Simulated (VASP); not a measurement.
Runs of VASP 6.6.1 on Bi2Te3. The structure is that of space group R3m (No. 160), or close to it. The cells are those of the table. 

| cell | gap on the mesh (eV) | pressure (GPa) | largest force (eV/Å) |
| --- | --- | --- | --- |
| a = 10.005 Å, angles 24.8°, 5 atoms | none | (a) | 1.48 |
| a = 10.094 Å, angles 24.8°, 5 atoms | none | 0.9 | 1.38 |
| a = 10.268 Å, angles 24.8°, 5 atoms | none | -1.8 | 1.19 |
| a = 10.182 Å, angles 24.8°, 5 atoms | none | -0.5 | 1.28 |
| a = 9.914 Å, angles 24.8°, 5 atoms | none | (b) | 1.58 |
| a = 10.353 Å, angles 24.8°, 5 atoms | none | -2.9 | 1.11 |

Alike in all rows: task single point; level LDA; potentials or basis VASP PAW LDA potentials, release 64 (Bi_d, Te); no spin polarisation; k mesh 6 × 6 × 6; cutoff (eV) 520; smearing fermi-dirac 0.05 eV.

**Question.** Fill in the values left out.

**Answer.** (a) 2.6; (b) 4.6.

Caveats: spin-orbit coupling is left out, which moves the levels of the heavy elements; forces of over 1 eV/Å act on the atoms, so gaps and moduli don't describe the material at rest; the cell stands under pressure (at least some runs).

A k mesh can miss the band edges, and the runs leave out spin-orbit coupling on Bi, Te.

A gap of «none» marks levels without a gap at the run's occupations.
